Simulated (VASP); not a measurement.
Here is a VASP 6.6.1 calculation.

File INCAR:

```
SYSTEM = W
  PREC = Accurate
  ENCUT = 520
  EDIFF = 1E-6
  ISMEAR = -1
  SIGMA = 0.05
  LREAL = .FALSE.
  LASPH = .TRUE.
  NELM = 100
  ALGO = Normal
  ISIF = 2
  LWAVE = .FALSE.
  LCHARG = .FALSE.
  GGA = PE
  NBANDS = 13
```

The input KPOINTS:

```
regular mesh
0
G
  10 10 10
  0 0 0
```

POSCAR

```
W
1.0
    1.5491040348      1.5491040348      1.5491040348
   -1.5491040348      1.5491040348      1.5491040348
   -1.5491040348     -1.5491040348      1.5491040348
W
1
Direct
    0.0000000000      0.0000000000      0.0000000000
```

Potentials or basis: VASP PAW PBE potentials, release 64 (W_sv).

The run is started by

```bash
$ cat potpaw_PBE.64/W_sv/POTCAR > POTCAR
$ mpirun -np 1 vasp_std > vasp.out
```

Question: What does it give for the pressure?

Answer: 30.9 GPa.

Question: Estimate the band gap on the k mesh.

Answer: Zero (band 7 reaches 18.02 eV, above the bottom of band 8 at 11.04 eV).

Caveat: spin-orbit coupling is left out, which moves the levels of the heavy elements.
